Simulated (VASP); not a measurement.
Set up this calculation in VASP 6.6.1, as the native input.

| Property | Result |
| --- | --- |
| Task | single point |
| Functional | LDA |
| Potentials or basis | VASP PAW LDA potentials, release 64 (Ta_pv, N) |
| Cutoff | 520 eV |
| k mesh | 11 × 11 × 11 |
| Occupations | fermi-dirac, width 0.1 eV |
| Spin | no spin polarisation |
| Dipole correction | no |
| Further INCAR settings | ALGO = Normal; EDIFF = 1e-07; NBANDS = 15 |

The structure of TaN lies in POSCAR:

```
TaN
1.0
    0.0000000000      2.1790000000      2.1790000000
    2.1790000000      0.0000000000      2.1790000000
    2.1790000000      2.1790000000      0.0000000000
Ta N
1 1
Direct
    0.5000000000      0.5000000000      0.5000000000
    0.0000000000      0.0000000000      0.0000000000
```

These files were run (other wordings do the same):

INCAR

```
ALGO = Normal ; EDIFF = 1E-7
ENCUT = 520 ; ISIF = 2
ISMEAR = -1 ; LASPH = T
LCHARG = T ; LELF = T
LREAL = F ; LVHAR = T
LWAVE = F ; NBANDS = 15
NELM = 100 ; PREC = Accurate
SIGMA = 0.1
```

KPOINTS

```
k-points
0
Gamma
  11 11 11
```

Potentials or basis: VASP PAW LDA potentials, release 64 (Ta_pv, N).

The run is started by

```sh
$ cat potpaw_LDA.64/Ta_pv/POTCAR potpaw_LDA.64/N/POTCAR > POTCAR
$ mpirun -np 1 vasp_std > vasp.out
```

It gave:

- Pressure: -0.3 GPa
- Band gap on the k mesh: zero (band 8 reaches 11.48 eV, above the bottom of band 9 at 7.51 eV)

Caveat: spin-orbit coupling is left out, which moves the levels of the heavy elements.

It used 10 s of CPU time on 1 thread of Intel Xeon 6975P-C, with other jobs on the host.
